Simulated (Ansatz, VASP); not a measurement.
One calculation of Bi, two programs

File INCAR:

```
SYSTEM = Bi
  ALGO = Normal
  EDIFF = 1E-7
  ENCUT = 520
  GGA = PE
  ISIF = 2
  ISMEAR = -1
  LASPH = .TRUE.
  LCHARG = .FALSE.
  LREAL = .FALSE.
  LWAVE = .FALSE.
  NBANDS = 14
  NELM = 100
  PREC = Accurate
  SIGMA = 0.1
```

File KPOINTS:

```
k-points
0
G
  14 14 13
  0 0 0
```

File POSCAR:

```
Bi
1.0
    2.5510113425      0.0000000000      0.0000000000
   -1.2755056712      2.2092406280      0.0000000000
    0.0000000000      0.0000000000      2.3977756611
Bi
1
Direct
    0.0000000000      0.0000000000      0.0000000000
```

Input for Ansatz:

```yaml
crystal:
  lattice:
    - [2.5510113425, 0.0, 0.0]
    - [-1.2755056712, 2.209240628, 0.0]
    - [0.0, 0.0, 2.3977756611]
  atoms:
    - { symbol: Bi, position: [0.0, 0.0, 0.0] }
kpoints:
  mp_grid: { grid: [14, 14, 13] }
scf:
  occupations: { method: fermi_dirac, width: 0.1 }
hamiltonian:
  xc: pbe
  pseudopotentials: { kind: paw, source: ansatz }
output:
  forces: true
  stress: true
  eigenvalues: true
```

Change from the starting cell: volume scaled by 0.4, PAW files, source ansatz.

Alike in both runs: task single point; functional PBE; k mesh 14 × 14 × 13; occupations fermi-dirac, width 0.1 eV; no spin polarisation.

|  | VASP | Ansatz |
| --- | --- | --- |
| version | VASP 6.6.1 | Ansatz 0.2.0 |
| potentials or method | VASP PAW PBE potentials, release 64 (Bi_d) | PAW with other files of Ansatz's library (source ansatz), scalar-relativistic |
| plane-wave cutoff (eV) | 520 | 500 |
| valence electrons in the cell | 15 | 23 |

Ansatz gave:

| Property | Result |
| --- | --- |
| pressure (GPa) | 374.0 |
| traceless stress, the component that is largest in VASP (GPa) | 0.18 |

Task: What did VASP give for the same quantities?

Result: Pressure (GPa): 373.9; traceless stress, the component that is largest in VASP (GPa): 0.05.

Both programs put the cell under a high pressure, so it lies far from rest at this level. VASP's potentials hold 15 valence electrons a cell and Ansatz's 23, so a difference there can come from the potentials and not from the codes.

Neither program's run includes spin-orbit coupling. Noted on VASP's run: the cell as given lies far from equilibrium.
